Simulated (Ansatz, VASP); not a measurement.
## O: VASP beside Ansatz

```
O
1.0
     4.04225    0.00000   -0.05113
     0.00000    4.02617    0.00000
    -1.06460    0.00000    2.79144
O
4
Direct
  0.33986 0.68420 0.67023
  0.66014 0.68420 0.82977
  0.66014 0.31580 0.32977
  0.33986 0.31580 0.17023
```

Alike in both runs: task single point; functional r2SCAN; k mesh 8 × 6 × 10; no spin polarisation.

```csv
,VASP,Ansatz
version,VASP 6.6.1,Ansatz 0.2.0
potentials or method,"VASP PAW PBE potentials, release 64 (O)","plane waves, PAW"
plane-wave cutoff (eV),520,500
occupations,"gaussian, width 0.01 eV",fixed
valence electrons in the cell,24,24
```

Ansatz gave:

```
gap on the k mesh at the Fermi level (eV)                     : 0.99
pressure (GPa)                                                : 0.9
traceless stress, the component that is largest in VASP (GPa) : -0.21
rms of the force components (eV/Å)                            : 0.038
```

Task: Estimate VASP's values.

Result: gap on the k mesh at the Fermi level (eV): 0.99; pressure (GPa): 4.8; traceless stress, the component that is largest in VASP (GPa): 6.64; rms of the force components (eV/Å): 0.838.

VASP's potentials were made for PBE, not for r2SCAN. Atom by atom the forces differ by 0.875 eV/Å (rms over components).

Noted on VASP's run: the standard files for N, O and F lose accuracy on very short bonds; spin is off for a triplet molecule.
